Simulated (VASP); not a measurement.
Write the native input for VASP 6.6.1 that does the following.

```
Task                   : single point
Functional             : PBEsol
Potentials or basis    : VASP PAW PBE potentials, release 64 (Zn)
Cutoff                 : 520 eV
k mesh                 : 57 × 57 × 28
Occupations            : gaussian, width 0.1 eV
Spin                   : no spin polarisation
Dipole correction      : no
Further INCAR settings : ALGO = Fast; EDIFF = 1e-07; NBANDS = 19
```

The structure of Zn lies in POSCAR:

```
Zn
1.0
    2.5711873582      0.0000000000      0.0000000000
   -1.2855936791      2.2267135701      0.0000000000
    0.0000000000      0.0000000000      4.4186880887
Zn
2
Direct
    0.3333333333      0.6666666667      0.2500000000
    0.6666666667      0.3333333333      0.7500000000
```

These files were run (other wordings do the same):

INCAR

```
PREC     = Accurate       # precision mode
ENCUT    = 520            # plane-wave cutoff, eV
EDIFF    = 1E-7           # SCF threshold, eV
ISMEAR   = 0              # smearing method
SIGMA    = 0.1            # smearing width, eV
LREAL    = False          # projectors in reciprocal space
LASPH    = True           # aspherical terms in the spheres
NELM     = 60             # most SCF steps
ALGO     = Fast           # electronic algorithm
ISIF     = 2              # what is computed and relaxed
LWAVE    = False          # write WAVECAR
LCHARG   = False          # write CHGCAR
GGA      = PS             # functional
NBANDS   = 19             # bands
```

KPOINTS

```
regular mesh
0
Gamma
  57 57 28
```

Potentials or basis: VASP PAW PBE potentials, release 64 (Zn).

The run is started by

```bash
$ cat potpaw_PBE.64/Zn/POTCAR > POTCAR
$ mpirun -np 1 vasp_std > vasp.out
```

Results of the run:

```
Pressure               : 12.7 GPa
Band gap on the k mesh : zero (bands 12 and 13 overlap by 3.68 eV)
```

Caveat: the cell stands under pressure; the PAW data sets were made with another functional, which shifts forces and pressure a little.

Run time: 46 min on 1 thread of Oxide Virtual Turin-like Processor, on a shared host, peak memory 1.6 GiB.
